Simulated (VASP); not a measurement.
# TiAu (Pm-3m) in VASP: a series of runs

Runs on TiAu. Level: LDA. Tasks: single point, relaxation of cell and atoms.

Program: VASP 6.6.1. These are calculated values, not measurements. Logs are shortened: lines on timing, memory, paths and dates and some standing lists are left out, and cuts for length are marked.

**1. The cell of the first run**

It takes space group Pm-3m (No. 221, cubic). Conventional cell: a = 3.158 Å, b = 3.158 Å, c = 3.158 Å, α = 90.00°, β = 90.00°, γ = 90.00°. Ti (site symmetry m-3m) has 8 Au at 2.74 Å and 6 Ti at 3.16 Å within 3.6 Å. Within 3.6 Å of Au (site symmetry m-3m) lie 8 Ti at 2.74 Å and 6 Au at 3.16 Å.

**2. Single point, LDA**

INCAR reads:

```
  ALGO = Normal
  EDIFF = 1E-6
  ENCUT = 520
  GGA = CA
  ISIF = 2
  ISMEAR = -1
  LASPH = T
  LCHARG = F
  LREAL = F
  LWAVE = F
  NBANDS = 18
  NELM = 100
  PREC = Accurate
  SIGMA = 0.01
```

KPOINTS reads:

```
k-points
0
Gamma
  9 9 9
```

POSCAR reads:

```
TiAu
1.0
    3.1584507358      0.0000000000      0.0000000000
    0.0000000000      3.1584507358      0.0000000000
    0.0000000000      0.0000000000      3.1584507358
Ti Au
1 1
Direct
    0.5000000000      0.5000000000      0.5000000000
    0.0000000000      0.0000000000      0.0000000000
```

Potentials or basis: VASP PAW LDA potentials, release 64 (Ti_sv, Au).

Started as:

```
cat potpaw_LDA.64/Ti_sv/POTCAR potpaw_LDA.64/Au/POTCAR > POTCAR
mpirun -np 1 vasp_std > vasp.out
```

OUTCAR:

```text
EDIFF = 1E-6
   ENCUT = 520
   GGA = CA
   ISIF = 2
   ISMEAR = -1
   LASPH = T
   LREAL = F
   NELM = 100
   PREC = Accurate

 ion  position               nearest neighbor table
   1  0.500  0.500  0.500-   2 2.74   2 2.74   2 2.74   2 2.74   2 2.74   2 2.74   2 2.74   2 2.74

   2  0.000  0.000  0.000-   1 2.74   1 2.74   1 2.74   1 2.74   1 2.74   1 2.74   1 2.74   1 2.74

  LATTYP: Found a simple cubic cell.
 ALAT       =     3.1584507358

  Lattice vectors:

 A1 = (   3.1584507358,   0.0000000000,   0.0000000000)
 A2 = (   0.0000000000,   3.1584507358,   0.0000000000)
 A3 = (   0.0000000000,   0.0000000000,   3.1584507358)

Analysis of symmetry for initial positions (statically):
=====================================================================
 Subroutine PRICEL returns:
 Original cell was already a primitive cell.

 Routine SETGRP: Setting up the symmetry group for a
 simple cubic supercell.

 Subroutine GETGRP returns: Found 48 space group operations
 (whereof 48 operations were pure point group operations)
 out of a pool of 48 trial point group operations.

The static configuration has the point symmetry O_h .

Analysis of symmetry for dynamics (positions and initial velocities):
=====================================================================
 Subroutine PRICEL returns:
 Original cell was already a primitive cell.

 Routine SETGRP: Setting up the symmetry group for a
 simple cubic supercell.

 Subroutine GETGRP returns: Found 48 space group operations
 (whereof 48 operations were pure point group operations)
 out of a pool of 48 trial point group operations.

The dynamic configuration has the point symmetry O_h .

 Subroutine INISYM returns: Found 48 space group operations
 (whereof 48 operations are pure point group operations),
 and found     1 'primitive' translations

----------------------------------------------------------------------------------------

                                     Primitive cell

  volume of cell :      31.5081

  direct lattice vectors                    reciprocal lattice vectors
     3.158450736  0.000000000  0.000000000     0.316610922  0.000000000  0.000000000
     0.000000000  3.158450736  0.000000000     0.000000000  0.316610922  0.000000000
     0.000000000  0.000000000  3.158450736     0.000000000  0.000000000  0.316610922

  length of vectors
     3.158450736  3.158450736  3.158450736     0.316610922  0.316610922  0.316610922

  position of ions in fractional coordinates (direct lattice)
     0.500000000  0.500000000  0.500000000
     0.000000000  0.000000000  0.000000000

  ion indices of the primitive-cell ions
   primitive index   ion index
                 1           1
                 2           2

----------------------------------------------------------------------------------------

 KPOINTS: k-points

Automatic generation of k-mesh.
 Grid dimensions read from file:
 generate k-points for:    9    9    9

 Generating k-lattice:

  Cartesian coordinates                     Fractional coordinates (reciprocal lattice)
     0.035178991  0.000000000  0.000000000     0.111111111  0.000000000  0.000000000
     0.000000000  0.035178991  0.000000000     0.000000000  0.111111111  0.000000000
     0.000000000  0.000000000  0.035178991     0.000000000  0.000000000  0.111111111

  Length of vectors
     0.035178991  0.035178991  0.035178991

  Shift w.r.t. Gamma in fractional coordinates (k-lattice)
     0.000000000  0.000000000  0.000000000

 Subroutine IBZKPT returns following result:
 ===========================================

 Found     35 irreducible k-points:

 Following reciprocal coordinates:
            Coordinates               Weight
  0.000000  0.000000  0.000000      1.000000
  0.111111  0.000000  0.000000      6.000000
  0.222222  0.000000  0.000000      6.000000
  0.333333  0.000000  0.000000      6.000000
  0.444444  0.000000  0.000000      6.000000
  0.111111  0.111111  0.000000     12.000000
[... 16 lines left out ...]
  0.333333  0.333333  0.111111     24.000000
  0.444444  0.333333  0.111111     48.000000
 [... further k-points ...]
   k-points           NKPTS =     35   k-points in BZ     NKDIM =     35   number of bands    NBANDS=     18
   number of dos      NEDOS =    301   number of ions     NIONS =      2
   total plane-waves  NPLWV =  13824
   dimension x,y,z NGX =    24 NGY =   24 NGZ =   24
   dimension x,y,z NGXF=    48 NGYF=   48 NGZF=   48
   ions per type =               1   1
   NGX,Y,Z   is equivalent  to a cutoff of  12.63, 12.63, 12.63 a.u.
   NGXF,Y,Z  is equivalent  to a cutoff of  25.26, 25.26, 25.26 a.u.
 SYSTEM =  unknown system
   PREC   = accura    normal or accurate (medium, high low for compatibility)
   ISTART =      0    job   : 0-new  1-cont  2-samecut
   ICHARG =      2    charge: 1-file 2-atom 10-const
   ISPIN  =      1    spin polarized calculation?
   LNONCOLLINEAR =      F non collinear calculations
   LSORBIT =      F    spin-orbit coupling
   LASPH  =      T    aspherical Exc in radial PAW
   ENCUT  =  520.0 eV  38.22 Ry    6.18 a.u.   5.87  5.87  5.87*2*pi/ulx,y,z
   NELM   =    100;   NELMIN=  2; NELMDL= -5     # of ELM steps
   EDIFF  = 0.1E-05   stopping-criterion for ELM
   LREAL  =      F    real-space projection
   EDIFFG = 0.1E-04   stopping-criterion for IOM
   NSW    =      0    number of steps for IOM
   IBRION =     -1    ionic relax: 0-MD 1-quasi-New 2-CG
   NFREE  =      0    steps in history (QN), initial steepest desc. (CG)
   ISIF   =      2    stress and relaxation
   ISYM   =      2    0-nonsym 1-usesym 2-fastsym
   POTIM  = 0.5000    time-step for ionic-motion
   TEBEG  =    0.0;   TEEND  =   0.0 temperature during run
   PSTRESS=    0.0 pullay stress
   NELECT =      23.0000    total number of electrons
   NUPDOWN=      -1.0000    fix difference up-down
   EMIN   =  10.00;   EMAX   =-10.00  energy-range for DOS
   EFERMI =   0.00;   METHOD = LEGACY
   ISMEAR =    -1;   SIGMA  =   0.01  broadening in eV -4-tet -1-fermi 0-gaus
   EFERMI_NEDOS =   21; number of points for ismear=-14 and -15
   IALGO  =     38    algorithm
   IMIX   =      4    mixing-type and parameters
     AMIX     =   0.40;   BMIX     =  1.00
     AMIX_MAG =   1.60;   BMIX_MAG =  1.00
  volume/ion in A,a.u.               =      15.75       106.31
  Fermi-wavevector in a.u.,A,eV,Ry     =   1.474042  2.785536 29.562756  2.172801
  Thomas-Fermi vector in A             =   2.588862
   LORBIT       =      0    0 simple, 1 ext, 2 COOP (PROOUT), +10 PAW based schemes
   GGA     = CA    functional components
   LHFCALC =     F    Hartree Fock is set to
   AEXX    =    0.0000 exact exchange contribution
   IVDW    =     0    specifies the selected vdW correction
   LEPSILON=     F    determine dielectric tensor
   LRPA    =     F    only Hartree local field effects (RPA)
 non-spin polarized calculation
  energy-cutoff  :      520.00
  volume of cell :       31.51
 maximum number of plane-waves:       870
 NGX is ok and might be reduce to    24
   NGX = 11   NGY = 11   NGZ = 11

 number of electron      22.9999998 magnetization

 Free energy of the ion-electron system (eV)
  ---------------------------------------------------
  ext. energy  EPLUGINS =         0.00000000
  ---------------------------------------------------
  free energy    TOTEN  =       -13.65358258 eV

  energy without entropy =      -13.65133625  energy(sigma->0) =      -13.65245941

 E-fermi :  10.4067     XC(G=0): -12.8722

 val. band max:       10.4027048805   @ k =   0.4444   0.2222   0.1111
 cond. band min:      10.4137088662   @ k =   0.4444   0.3333   0.1111
 fundamental gap:      0.0110039857
 Fermi energy:        10.4067179068

 k-point     1 :       0.0000    0.0000    0.0000
  band No.  band energies     occupation
      1     -46.2297      2.00000
      2     -22.7891      2.00000
      3     -22.7891      2.00000
      4     -22.7891      2.00000
      5       1.1392      2.00000
      6       3.5134      2.00000
[... 10 lines left out ...]
     17      17.5013      0.00000
     18      17.5013      0.00000

 k-point     2 :       0.1111    0.0000    0.0000
  band No.  band energies     occupation
      1     -46.2275      2.00000
      2     -22.8118      2.00000
      3     -22.7880      2.00000
      4     -22.7880      2.00000
      5       1.3729      2.00000
      6       3.5845      2.00000
[... 10 lines left out ...]
     17      18.1580      0.00000
     18      18.1580      0.00000

 k-point     3 :       0.2222    0.0000    0.0000
  band No.  band energies     occupation
      1     -46.2222      2.00000
      2     -22.8689      2.00000
      3     -22.7851      2.00000
      4     -22.7851      2.00000
      5       2.0152      2.00000
      6       3.7762      2.00000
[... 10 lines left out ...]
     17      19.7319      0.00000
     18      19.7319      0.00000

 k-point     4 :       0.3333    0.0000    0.0000
  band No.  band energies     occupation
      1     -46.2162      2.00000
      2     -22.9332      2.00000
      3     -22.7819      2.00000
      4     -22.7819      2.00000
      5       2.8322      2.00000
      6       4.0199      2.00000
[... 10 lines left out ...]
     17      21.7356      0.00000
     18      21.7356      0.00000

 k-point     5 :       0.4444    0.0000    0.0000
  band No.  band energies     occupation
      1     -46.2122      2.00000
      2     -22.9749      2.00000
      3     -22.7798      2.00000
      4     -22.7798      2.00000
      5       3.3791      2.00000
      6       4.1983      2.00000
[... 10 lines left out ...]
     17      23.7502      0.00000
     18      23.7502      0.00000

 k-point     6 :       0.1111    0.1111    0.0000
  band No.  band energies     occupation
      1     -46.2255      2.00000
      2     -22.8130      2.00000
      3     -22.8076      2.00000
      4     -22.7867      2.00000
      5       1.5995      2.00000
      6       3.6865      2.00000
[... 307 lines left out ...]
 k-point    21 :       0.3333    0.2222    0.1111
  band No.  band energies     occupation
      1     -46.2078      2.00000
      2     -22.9188      2.00000
      3     -22.8512      2.00000
      4     -22.7952      2.00000
      5       3.4875      2.00000
      6       4.3165      2.00000
[... 10 lines left out ...]
     17      17.8932      0.00000
     18      20.7751      0.00000

 k-point    22 :       0.4444    0.2222    0.1111
  band No.  band energies     occupation
      1     -46.2042      2.00000
      2     -22.9575      2.00000
      3     -22.8471      2.00000
      4     -22.7919      2.00000
      5       3.8243      2.00000
      6       4.2204      2.00000
[... 10 lines left out ...]
     17      18.9168      0.00000
     18      21.6765      0.00000

 k-point    23 :       0.3333    0.3333    0.1111
  band No.  band energies     occupation
      1     -46.2025      2.00000
      2     -22.9133      2.00000
      3     -22.9053      2.00000
      4     -22.7895      2.00000
      5       3.6602      2.00000
      6       4.0760      2.00000
[... 10 lines left out ...]
     17      16.7411      0.00000
     18      21.1828      0.00000

 k-point    24 :       0.4444    0.3333    0.1111
  band No.  band energies     occupation
      1     -46.1991      2.00000
      2     -22.9468      2.00000
      3     -22.9032      2.00000
      4     -22.7858      2.00000
      5       3.7343      2.00000
      6       3.8639      2.00000
[... 10 lines left out ...]
     17      17.0290      0.00000
     18      19.9869      0.00000

 [... further k-points ...]
[... 5 lines left out ...]
  --------------------------------------------------------------------------------------
  -------------------------------------------------------------------------------------
  Total        1.0625870      1.0625870      1.0625870      0.0000000      0.0000000     -0.0000000
  in kB       54.0322134     54.0322134     54.0322134      0.0000000      0.0000000     -0.0000000
  external PRESSURE =      54.0322134 kB  Pullay stress =       0.0000000 kB

 VOLUME and BASIS-vectors are now :
 -----------------------------------------------------------------------------
  energy-cutoff  :      520.00
  volume of cell :       31.51
      direct lattice vectors                 reciprocal lattice vectors
     3.158450736  0.000000000  0.000000000     0.316610922  0.000000000  0.000000000
     0.000000000  3.158450736  0.000000000     0.000000000  0.316610922  0.000000000
     0.000000000  0.000000000  3.158450736     0.000000000  0.000000000  0.316610922

 POSITION                                       TOTAL-FORCE (eV/Angst)
 -----------------------------------------------------------------------------------
      1.57923      1.57923      1.57923         0.000000      0.000000      0.000000
      0.00000      0.00000      0.00000         0.000000      0.000000      0.000000
 -----------------------------------------------------------------------------------
    total drift:                                0.000000      0.000000     -0.000000

  FREE ENERGIE OF THE ION-ELECTRON SYSTEM (eV)
  ---------------------------------------------------
  free  energy   TOTEN  =       -13.6535825760 eV

  energy  without entropy=      -13.6513362534  energy(sigma->0) =      -13.65245941
```

Run time: 15 s. Hardware: 1 thread of Intel Xeon 8259CL, shared host; peak memory 0.14 GiB.

What came out:

```yaml
Free_energy: -13.6536 eV
Pressure: 5.4 GPa
```

Caveat: spin-orbit coupling is left out, which moves the levels of the heavy elements.

**3. Single point, LDA**

This run uses another cell than the first one, of 16.39 Å³/atom, 1.040 times its volume.

INCAR reads:

```
PREC = Accurate
ENCUT = 520
EDIFF = 1E-7
ISMEAR = -1
SIGMA = 0.01
LREAL = False
LASPH = True
NELM = 80
ALGO = Normal
ISIF = 2
LWAVE = False
LCHARG = False
GGA = CA
NBANDS = 18
```

KPOINTS reads:

```
Automatic mesh
0
Gamma
  9 9 9
```

POSCAR reads:

```
TiAu
1.0
    3.2001380962      0.0000000000      0.0000000000
    0.0000000000      3.2001380962      0.0000000000
    0.0000000000      0.0000000000      3.2001380962
Ti Au
1 1
Direct
    0.5000000000      0.5000000000      0.5000000000
    0.0000000000      0.0000000000      0.0000000000
```

Potentials or basis: VASP PAW LDA potentials, release 64 (Ti_sv, Au).

Started as:

```
cat potpaw_LDA.64/Ti_sv/POTCAR potpaw_LDA.64/Au/POTCAR > POTCAR
mpirun -np 1 vasp_std > vasp.out
```

It took 15 s on 1 thread of Intel Xeon 8259CL, shared host; peak memory 0.14 GiB.

It converged, with:

| Quantity | Value |
| --- | --- |
| Free energy | -13.6683 eV |
| Pressure | -1.6 GPa |

Levels at points of the mesh, in eV from the Fermi level:
| k point | band 10 | band 11 | band 12 | band 13 | band 14 | band 15 |
| --- | --- | --- | --- | --- | --- | --- |
| (0.00, 0.00, 0.00) | -4.56 | 0.27 | 0.27 | 2.05 | 2.05 | 2.05 |

Caveat: spin-orbit coupling is left out, which moves the levels of the heavy elements.

**4. Relaxation of cell and atoms, LDA, target pressure -2 GPa, at which the enthalpy is minimised**

This run uses another cell than the first one, of 17.23 Å³/atom, 1.094 times its volume.

INCAR reads:

```
PREC     = Accurate       # precision mode
ENCUT    = 600            # plane-wave cutoff, eV
EDIFF    = 1E-6           # SCF threshold, eV
ISMEAR   = -1             # smearing method
SIGMA    = 0.01           # smearing width, eV
LREAL    = False          # projectors in reciprocal space
LASPH    = True           # aspherical terms in the spheres
NELM     = 60             # most SCF steps
ALGO     = Normal         # electronic algorithm
ISIF     = 3              # what is computed and relaxed
LWAVE    = False          # write WAVECAR
LCHARG   = False          # write CHGCAR
GGA      = CA             # functional
IBRION   = 2              # ionic algorithm
NSW      = 80             # ionic steps
EDIFFG   = -0.01          # ionic threshold
PSTRESS  = -20.0
```

KPOINTS reads:

```
regular mesh
0
Gamma
  9 9 9
```

POSCAR reads:

```
TiAu
1.0
    3.2540000000      0.0000000000      0.0000000000
    0.0000000000      3.2540000000      0.0000000000
    0.0000000000      0.0000000000      3.2540000000
Ti Au
1 1
Direct
    0.5000000000      0.5000000000      0.5000000000
    0.0000000000      0.0000000000      0.0000000000
```

Started as:

```
cat potpaw_LDA.64/Ti_sv/POTCAR potpaw_LDA.64/Au/POTCAR > POTCAR
mpirun -np 1 vasp_std > vasp.out
```

It took 1.7 min on 1 thread of Intel Xeon 8259CL, shared host; peak memory 0.17 GiB.

The run converged. Its results:

```
Free energy                                            : -13.6676 eV
Relaxed volume                                         : 16.42 Å³/atom
Relaxed cell                                           : a = 3.203 Å, b = 3.203 Å, c = 3.203 Å, α = 90.00°, β = 90.00°, γ = 90.00°
Space group after relaxing (to 0.05 Å)                 : Pm-3m (No. 221)
Energy change on relaxing (the enthalpy is what falls) : -27.9 meV/atom
Ionic steps                                            : 4
Pressure after relaxing                                : -2.0 GPa
```

The path:
```csv
step,energy change (eV),largest force (eV/Å),pressure (GPa),volume (Å³)
1,0.0000,0.0000,-8.88,34.46
2,-0.0141,0.0000,9.44,30.90
3,-0.0554,0.0000,-2.11,32.88
4,-0.0558,0.0000,-1.97,32.85
```

Final structure:
```
Ti Au
1.0
     3.20266    0.00000    0.00000
     0.00000    3.20266    0.00000
     0.00000    0.00000    3.20266
Ti Au
1 1
Direct
  0.50000 0.50000 0.50000
  0.00000 0.00000 0.00000
```

Levels at points of the mesh, in eV from the Fermi level:
| k point | band 9 | band 10 | band 11 | band 12 | band 13 | band 14 | band 15 |
| --- | --- | --- | --- | --- | --- | --- | --- |
| (0.00, 0.00, 0.00) | -4.55 | -4.55 | 0.27 | 0.27 | 2.04 | 2.04 | 2.04 |

Caveat: the cell is relaxed towards a set pressure, so the enthalpy falls and the energy may rise; spin-orbit coupling is left out, which moves the levels of the heavy elements. Zero-point motion and thermal expansion aren't in these numbers.

**5. The runs side by side**

| task | cell | cutoff (eV) | gap on the mesh (eV) | pressure (GPa) |
| --- | --- | --- | --- | --- |
| single point | a = 3.158 Å, 2 atoms | 520 | none | 5.4 |
| single point | a = 3.200 Å, 2 atoms | 520 | none | -1.6 |
| relaxation of cell and atoms | relaxed to -2 GPa from a = 3.254 Å, 2 atoms | 600 | none | -2.0 |

Alike in all rows: level LDA; potentials or basis VASP PAW LDA potentials, release 64 (Ti_sv, Au); no spin polarisation; k mesh 9 × 9 × 9; smearing fermi-dirac 0.01 eV.

Caveats: spin-orbit coupling is left out, which moves the levels of the heavy elements; the cell is relaxed towards a set pressure, so the enthalpy falls and the energy may rise (some runs).

Absolute energies hang on the potentials; compare differences alone.
